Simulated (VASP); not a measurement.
# Al (Fm-3m) in VASP: a series of runs

The runs below take Al through single point, relaxation of volume and atoms at fixed shape, with PBEsol.

All numbers are computed with VASP 6.6.1; they aren't measurements. Logs are shortened: lines on timing, memory, paths and dates and some standing lists are left out, and cuts for length are marked.

## (1) The cell of the first run

It takes space group Fm-3m (No. 225, cubic). The conventional cell has a = 4.022 Å, b = 4.022 Å, c = 4.022 Å, α = 90.00°, β = 90.00°, γ = 90.00°. Within 3.7 Å of Al (site symmetry m-3m) lie 12 Al at 2.84 Å.

## (2) Single point, PBEsol

The input, INCAR:

```
  PREC = Accurate
  ENCUT = 520
  EDIFF = 1E-6
  ISMEAR = 1
  SIGMA = 0.05
  LREAL = F
  LASPH = T
  NELM = 100
  ALGO = Normal
  ISIF = 2
  LWAVE = F
  LCHARG = T
  GGA = PS
  LELF = T
  LVHAR = T
  NBANDS = 8
```

The input, KPOINTS:

```
regular mesh
0
Gamma
  9 9 9
```

The input, POSCAR:

```
Al
1.0
    0.0000000000      2.0110792914      2.0110792914
    2.0110792914      0.0000000000      2.0110792914
    2.0110792914      2.0110792914      0.0000000000
Al
1
Direct
    0.0000000000      0.0000000000      0.0000000000
```

Potentials or basis: VASP PAW PBE potentials, release 64 (Al).

Run with:

```console
> cat potpaw_PBE.64/Al/POTCAR > POTCAR
> mpirun -np 1 vasp_std > vasp.out
```

OUTCAR:

```text
PREC = Accurate
   ENCUT = 520
   EDIFF = 1E-6
   ISMEAR = 1
   LREAL = F
   LASPH = T
   NELM = 100
   ISIF = 2
   GGA = PS

 ion  position               nearest neighbor table
   1  0.000  0.000  0.000-

  LATTYP: Found a face centered cubic cell.
 ALAT       =     4.0221585828

  Lattice vectors:

 A1 = (   0.0000000000,   2.0110792914,   2.0110792914)
 A2 = (   2.0110792914,   0.0000000000,   2.0110792914)
 A3 = (   2.0110792914,   2.0110792914,   0.0000000000)

Analysis of symmetry for initial positions (statically):
=====================================================================
 Subroutine PRICEL returns:
 Original cell was already a primitive cell.

 Routine SETGRP: Setting up the symmetry group for a
 face centered cubic supercell.

 Subroutine GETGRP returns: Found 48 space group operations
 (whereof 48 operations were pure point group operations)
 out of a pool of 48 trial point group operations.

The static configuration has the point symmetry O_h .

Analysis of symmetry for dynamics (positions and initial velocities):
=====================================================================
 Subroutine PRICEL returns:
 Original cell was already a primitive cell.

 Routine SETGRP: Setting up the symmetry group for a
 face centered cubic supercell.

 Subroutine GETGRP returns: Found 48 space group operations
 (whereof 48 operations were pure point group operations)
 out of a pool of 48 trial point group operations.

The dynamic configuration has the point symmetry O_h .

 Subroutine INISYM returns: Found 48 space group operations
 (whereof 48 operations are pure point group operations),
 and found     1 'primitive' translations

----------------------------------------------------------------------------------------

                                     Primitive cell

  volume of cell :      16.2674

  direct lattice vectors                    reciprocal lattice vectors
     0.000000000  2.011079291  2.011079291    -0.248622718  0.248622718  0.248622718
     2.011079291  0.000000000  2.011079291     0.248622718 -0.248622718  0.248622718
     2.011079291  2.011079291  0.000000000     0.248622718  0.248622718 -0.248622718

  length of vectors
     2.844095609  2.844095609  2.844095609     0.430627180  0.430627180  0.430627180

  position of ions in fractional coordinates (direct lattice)
     0.000000000  0.000000000  0.000000000

  ion indices of the primitive-cell ions
   primitive index   ion index
[... 71 lines left out ...]
   ENCUT  =  520.0 eV  38.22 Ry    6.18 a.u.   5.29  5.29  5.29*2*pi/ulx,y,z
   NELM   =    100;   NELMIN=  2; NELMDL= -5     # of ELM steps
   EDIFF  = 0.1E-05   stopping-criterion for ELM
   LREAL  =      F    real-space projection
   EDIFFG = 0.1E-04   stopping-criterion for IOM
   NSW    =      0    number of steps for IOM
   IBRION =     -1    ionic relax: 0-MD 1-quasi-New 2-CG
   NFREE  =      0    steps in history (QN), initial steepest desc. (CG)
   ISIF   =      2    stress and relaxation
   ISYM   =      2    0-nonsym 1-usesym 2-fastsym
   POTIM  = 0.5000    time-step for ionic-motion
   TEBEG  =    0.0;   TEEND  =   0.0 temperature during run
   PSTRESS=    0.0 pullay stress
   NELECT =       3.0000    total number of electrons
   NUPDOWN=      -1.0000    fix difference up-down
   EMIN   =  10.00;   EMAX   =-10.00  energy-range for DOS
   EFERMI =   0.00;   METHOD = LEGACY
   ISMEAR =     1;   SIGMA  =   0.05  broadening in eV -4-tet -1-fermi 0-gaus
   EFERMI_NEDOS =   21; number of points for ismear=-14 and -15
   IALGO  =     38    algorithm
   IMIX   =      4    mixing-type and parameters
     AMIX     =   0.40;   BMIX     =  1.00
     AMIX_MAG =   1.60;   BMIX_MAG =  1.00
  volume/ion in A,a.u.               =      16.27       109.78
  Fermi-wavevector in a.u.,A,eV,Ry     =   0.931843  1.760928 11.814364  0.868331
  Thomas-Fermi vector in A             =   2.058379
   LORBIT       =      0    0 simple, 1 ext, 2 COOP (PROOUT), +10 PAW based schemes
   GGA     = PS    functional components
   LHFCALC =     F    Hartree Fock is set to
   AEXX    =    0.0000 exact exchange contribution
   IVDW    =     0    specifies the selected vdW correction
   LEPSILON=     F    determine dielectric tensor
   LRPA    =     F    only Hartree local field effects (RPA)
 non-spin polarized calculation
 Methfessel and Paxton  Order N= 1 SIGMA  =   0.05
  energy-cutoff  :      520.00
  volume of cell :       16.27
 maximum number of plane-waves:       452
 NGX is ok and might be reduce to    24
   NGX = 11   NGY = 11   NGZ = 11

 number of electron       3.0000000 magnetization

 Free energy of the ion-electron system (eV)
  ---------------------------------------------------
  ext. energy  EPLUGINS =         0.00000000
  ---------------------------------------------------
  free energy    TOTEN  =        -4.06021362 eV

  energy without entropy =       -4.05944218  energy(sigma->0) =       -4.05995647

 E-fermi :   8.0876     XC(G=0): -10.3081

 val. band max:        7.9600773180   @ k =   0.4444   0.4444   0.0000
 cond. band min:       8.0997196116   @ k =  -0.4444   0.3333   0.1111
 fundamental gap:      0.1396422936
 Fermi energy:         8.0876365063

 k-point     1 :       0.0000    0.0000    0.0000
  band No.  band energies     occupation
      1      -3.1291      2.00000
      2      20.7733      0.00000
      3      20.7733      0.00000
      4      20.7733      0.00000
      5      22.3729      0.00000
      6      22.3729      0.00000
      7      22.3729      0.00000
      8      24.6879      0.00000
[... 243 lines left out ...]
 k-point    24 :       0.4444    0.4444    0.0000
  band No.  band energies     occupation
      1       3.8678      2.00000
      2       7.9601      2.00184
      3      13.4670      0.00000
      4      13.8480      0.00000
      5      13.8480      0.00000
      6      17.3901      0.00000
      7      33.2267      0.00000
      8      34.8120      0.00000

 [... further k-points ...]
[... 5 lines left out ...]
  --------------------------------------------------------------------------------------
  -------------------------------------------------------------------------------------
  Total        0.0060293      0.0060293      0.0060293      0.0000000      0.0000000     -0.0000000
  in kB        0.5938261      0.5938261      0.5938261      0.0000000      0.0000000     -0.0000000
  external PRESSURE =       0.5938261 kB  Pullay stress =       0.0000000 kB

 VOLUME and BASIS-vectors are now :
 -----------------------------------------------------------------------------
  energy-cutoff  :      520.00
  volume of cell :       16.27
      direct lattice vectors                 reciprocal lattice vectors
     0.000000000  2.011079291  2.011079291    -0.248622718  0.248622718  0.248622718
     2.011079291  0.000000000  2.011079291     0.248622718 -0.248622718  0.248622718
     2.011079291  2.011079291  0.000000000     0.248622718  0.248622718 -0.248622718

 POSITION                                       TOTAL-FORCE (eV/Angst)
 -----------------------------------------------------------------------------------
      0.00000      0.00000      0.00000         0.000000      0.000000      0.000000
 -----------------------------------------------------------------------------------
    total drift:                                0.000000     -0.000000     -0.000000

  FREE ENERGIE OF THE ION-ELECTRON SYSTEM (eV)
  ---------------------------------------------------
  free  energy   TOTEN  =        -4.0602136206 eV

  energy  without entropy=       -4.0594421755  energy(sigma->0) =       -4.05995647
```

OSZICAR:

```text
N       E                     dE             d eps       ncg     rms          rms(c)
DAV:   1    -0.259872334292E+01   -0.25987E+01   -0.83022E+02   560   0.205E+02
DAV:   2    -0.408118880488E+01   -0.14825E+01   -0.14705E+01   808   0.194E+01
DAV:   3    -0.408836576848E+01   -0.71770E-02   -0.71770E-02   696   0.151E+00
DAV:   4    -0.408838539543E+01   -0.19627E-04   -0.19628E-04   920   0.722E-02
DAV:   5    -0.408838540928E+01   -0.13850E-07   -0.13929E-07   672   0.140E-03    0.142E+00
DAV:   6    -0.407161110834E+01    0.16774E-01   -0.20365E-03   768   0.189E-01    0.805E-01
DAV:   7    -0.406022929407E+01    0.11382E-01   -0.56306E-03   752   0.304E-01    0.170E-01
DAV:   8    -0.406021429777E+01    0.14996E-04   -0.18795E-05   800   0.293E-02    0.103E-02
DAV:   9    -0.406021362064E+01    0.67713E-06   -0.33889E-07   784   0.273E-03
   1 F= -.40602136E+01 E0= -.40599565E+01  d E =-.771445E-03
```

Run time: 4.3 s. Hardware: 1 thread of AMD EPYC 7R43 (Zen 3), shared host; peak memory 0.09 GiB.

Results:

| Quantity | Value |
| --- | --- |
| Free energy | -4.0602 eV |
| Pressure | 0.1 GPa |

Caveat: the PAW data sets were made with another functional, which shifts forces and pressure a little.

## (3) Relaxation of volume and atoms at fixed shape, PBEsol

This run uses another cell than the first one, of 16.60 Å³/atom, 1.021 times its volume.

The input, INCAR:

```
SYSTEM = Al
PREC = Accurate ; ENCUT = 600
EDIFF = 1E-6 ; ISMEAR = 1
SIGMA = 0.05 ; LREAL = .FALSE.
LASPH = .TRUE. ; NELM = 100
ALGO = Normal ; ISIF = 8
LWAVE = .FALSE. ; LCHARG = .FALSE.
GGA = PS ; IBRION = 2
NSW = 80 ; EDIFFG = -0.01
```

The input, KPOINTS:

```
regular mesh
0
G
  9 9 9
  0 0 0
```

The input, POSCAR:

```
Al
1.0
    0.0000000000      2.0248050000      2.0248050000
    2.0248050000      0.0000000000      2.0248050000
    2.0248050000      2.0248050000      0.0000000000
Al
1
Direct
    0.0000000000      0.0000000000      0.0000000000
```

Potentials or basis: VASP PAW PBE potentials, release 64 (Al).

Run with:

```console
> cat potpaw_PBE.64/Al/POTCAR > POTCAR
> mpirun -np 1 vasp_std > vasp.out
```

OUTCAR:

```text
SYSTEM = Al
   PREC = Accurate
   ENCUT = 600
   EDIFF = 1E-6
   ISMEAR = 1
   LREAL = .FALSE.
   LASPH = .TRUE.
   NELM = 100
   ISIF = 8
   GGA = PS
   IBRION = 2
   NSW = 80
   EDIFFG = -0.01

 ion  position               nearest neighbor table
   1  0.000  0.000  0.000-

  LATTYP: Found a face centered cubic cell.
 ALAT       =     4.0496100000

  Lattice vectors:

 A1 = (   0.0000000000,   2.0248050000,   2.0248050000)
 A2 = (   2.0248050000,   0.0000000000,   2.0248050000)
 A3 = (   2.0248050000,   2.0248050000,   0.0000000000)

Analysis of symmetry for initial positions (statically):
=====================================================================
 Subroutine PRICEL returns:
[... 243 lines left out ...]
  ---------------------------------------------------
  ext. energy  EPLUGINS =         0.00000000
  ---------------------------------------------------
  free energy    TOTEN  =        -4.06030425 eV

  energy without entropy =       -4.05953272  energy(sigma->0) =       -4.06004707

 E-fermi :   8.0804     XC(G=0): -10.3055

 val. band max:        7.9525910781   @ k =   0.4444   0.4444   0.0000
 cond. band min:       8.0924890564   @ k =  -0.4444   0.3333   0.1111
 fundamental gap:      0.1398979783
 Fermi energy:         8.0804062091

 k-point     1 :       0.0000    0.0000    0.0000
  band No.  band energies     occupation
      1      -3.1317      2.00000
      2      20.7620      0.00000
      3      20.7620      0.00000
      4      20.7620      0.00000
      5      22.3563      0.00000
[... 177 lines left out ...]
 k-point    24 :       0.4444    0.4444    0.0000
  band No.  band energies     occupation
      1       3.8622      2.00000
      2       7.9526      2.00179
      3      13.4595      0.00000
      4      13.8372      0.00000
      5      13.8372      0.00000

 [... further k-points ...]
[... 5 lines left out ...]
  --------------------------------------------------------------------------------------
  -------------------------------------------------------------------------------------
  Total        0.0002966      0.0002966      0.0002966      0.0000000      0.0000000      0.0000000
  in kB        0.0291887      0.0291887      0.0291887      0.0000000      0.0000000      0.0000000
  external PRESSURE =       0.0291887 kB  Pullay stress =       0.0000000 kB
[... 16 lines left out ...]
  FREE ENERGIE OF THE ION-ELECTRON SYSTEM (eV)
  ---------------------------------------------------
  free  energy   TOTEN  =        -4.0603042492 eV

  energy  without entropy=       -4.0595327247  energy(sigma->0) =       -4.06004707

 reached required accuracy - stopping structural energy minimisation
```

Wall time 5.1 s (1 thread of AMD EPYC 7R43 (Zen 3), shared host); peak memory 0.1 GiB.

What came out:

```
Free energy                            : -4.0603 eV
Relaxed volume                         : 16.28 Å³/atom
Relaxed cell                           : a = 2.845 Å, b = 2.845 Å, c = 2.845 Å, α = 60.00°, β = 60.00°, γ = 60.00°
Space group after relaxing (to 0.05 Å) : Fm-3m (No. 225)
Energy gained by relaxing              : 1.6 meV/atom
Ionic steps                            : 3
Pressure after relaxing                : 0.0 GPa
```

Step by step:
```
step  energy change (eV)  largest force (eV/Å)  pressure (GPa)  volume (Å³)
   1              0.0000                0.0000           -1.59        16.60
   2             -0.0016                0.0000            0.37        16.21
   3             -0.0016                0.0000            0.00        16.28
```

Final structure:
```cif
data_structure
_symmetry_space_group_name_H-M 'P 1'
_symmetry_Int_Tables_number 1
_cell_length_a 2.8448
_cell_length_b 2.8448
_cell_length_c 2.8448
_cell_angle_alpha 60.000
_cell_angle_beta 60.000
_cell_angle_gamma 60.000
_cell_volume 16.28
loop_
_atom_site_label
_atom_site_type_symbol
_atom_site_fract_x
_atom_site_fract_y
_atom_site_fract_z
_atom_site_occupancy
Al1 Al 0.00000 0.00000 0.00000 1
```

Caveat: the PAW data sets were made with another functional, which shifts forces and pressure a little.
